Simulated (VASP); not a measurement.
Runs of VASP 6.6.1 on Pb. It takes space group Fm-3m (No. 225, cubic). Conventional cell: a = 4.936 Å, b = 4.936 Å, c = 4.936 Å, α = 90.00°, β = 90.00°, γ = 90.00°. Within 4.6 Å of Pb (site symmetry m-3m) lie 12 Pb at 3.49 Å. 

```tsv
level	potentials or basis	cutoff (eV)	gap on the mesh (eV)	pressure (GPa)
PBEsol	VASP PAW PBE potentials, release 64 (Pb_d)	520	none	-0.3
LDA	VASP PAW LDA potentials, release 64 (Pb_d)	500	none	(a)
r2SCAN	VASP PAW PBE potentials, release 64 (Pb_d)	520	none	1.5
PBE	VASP PAW PBE potentials, release 64 (Pb_d)	500	none	2.6
```

Alike in all rows: task single point; no spin polarisation; cell as given; k mesh 11 × 11 × 11; smearing fermi-dirac 0.05 eV.

Problem. Estimate the missing entries.

Solution. (a) -1.8.

Caveats: spin-orbit coupling is left out, which moves the levels of the heavy elements; the PAW data sets were made with another functional, which shifts forces and pressure a little (some runs).

A k mesh can miss the band edges, and the runs leave out spin-orbit coupling on Pb.

A gap of «none» marks levels without a gap at the run's occupations.
